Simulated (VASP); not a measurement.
Runs of VASP 6.6.1 on Cd. The structure is that of space group P6_3/mmc (No. 194), or close to it. The cells are those of the table. 

| task | cell | k mesh | cutoff (eV) | gap on the mesh (eV) | pressure (GPa) |
| --- | --- | --- | --- | --- | --- |
| single point | a = 3.355, b = 3.355, c = 10.980 Å, angles 90.0, 90.0, 120.0°, 4 atoms | 13 × 13 × 4 | 520 | none | (a) |
| relaxation of cell and atoms | relaxed from a = 3.125, b = 3.125, c = 10.207 Å, angles 90.0, 90.0, 120.0°, 4 atoms | 12 × 12 × 3 | 600 | none | 0.0 |
| single point | a = 3.315, b = 3.315, c = 10.847 Å, angles 90.0, 90.0, 120.0°, 4 atoms | 13 × 13 × 4 | 520 | none | -1.9 |
| single point | a = 3.231, b = 3.231, c = 10.573 Å, angles 90.0, 90.0, 120.0°, 4 atoms | 15 × 15 × 4 | 520 | none | 0.1 |

Alike in all rows: level revPBE; potentials or basis VASP PAW PBE potentials, release 64 (Cd); no spin polarisation; smearing fermi-dirac 0.1 eV.

Fill in the values left out.

(a) -2.5.

Caveats: the PAW data sets were made with another functional, which shifts forces and pressure a little.

A k mesh can miss the band edges, and the runs leave out spin-orbit coupling on Cd.

A gap of «none» marks levels without a gap at the run's occupations.
